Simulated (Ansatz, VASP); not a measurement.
# TiC in VASP and in Ansatz

The input INCAR:

```
PREC = Accurate
ENCUT = 520
EDIFF = 1E-7
ISMEAR = 0
SIGMA = 0.15
LREAL = F
LASPH = T
NELM = 80
ALGO = Normal
ISIF = 2
LWAVE = F
LCHARG = T
GGA = PE
LELF = T
LVHAR = T
NBANDS = 15
```

File KPOINTS:

```
Automatic mesh
0
Gamma
  18 18 18
```

POSCAR

```
TiC
1.0
    0.0000000000      2.1640000000      2.1640000000
    2.1640000000      0.0000000000      2.1640000000
    2.1640000000      2.1640000000      0.0000000000
Ti C
1 1
Direct
    0.0000000000      0.0000000000      0.0000000000
    0.5028881701      0.4971118299      0.5028881701
```

Input for Ansatz:

```yaml
crystal:
  lattice:
    - [0.0, 2.164, 2.164]
    - [2.164, 0.0, 2.164]
    - [2.164, 2.164, 0.0]
  atoms:
    - { symbol: Ti, position: [0.0, 0.0, 0.0] }
    - { symbol: C, position: [0.5028881701, 0.4971118299, 0.5028881701] }
basis:
  ecutwfc: 420
kpoints:
  mp_grid: { grid: [18, 18, 18] }
hamiltonian:
  xc: pbe
scf:
  occupations: { method: gaussian, width: 0.15 }
output:
  forces: true
  stress: true
  eigenvalues: true
```

Change from the starting cell: all C atoms moved +0.013 Å, as atom 2 along Cartesian [0 1 0].

Alike in both runs: task single point; functional PBE; k mesh 18 × 18 × 18; occupations gaussian, width 0.15 eV; no spin polarisation.

```csv
,VASP,Ansatz
version,VASP 6.6.1,Ansatz 0.2.0
potentials or method,"VASP PAW PBE potentials, release 64 (Ti_sv, C), cutoff 520 eV","scalar-relativistic, plane waves, PAW"
valence electrons in the cell,16,16
```

```csv
,VASP,Ansatz,Ansatz less VASP
gap on the k mesh at the Fermi level (eV),none,none,-
pressure (GPa),1.1,0.9,-0.21
rms of the force components (eV/Å),0.068,0.068,-0.0003
```

Atom by atom the forces differ by 0.000 eV/Å (rms over components). A gap of «none» marks a metal or a gap that the smearing closes. The functional is the same, so the differences come from potentials, cutoffs and numerics.
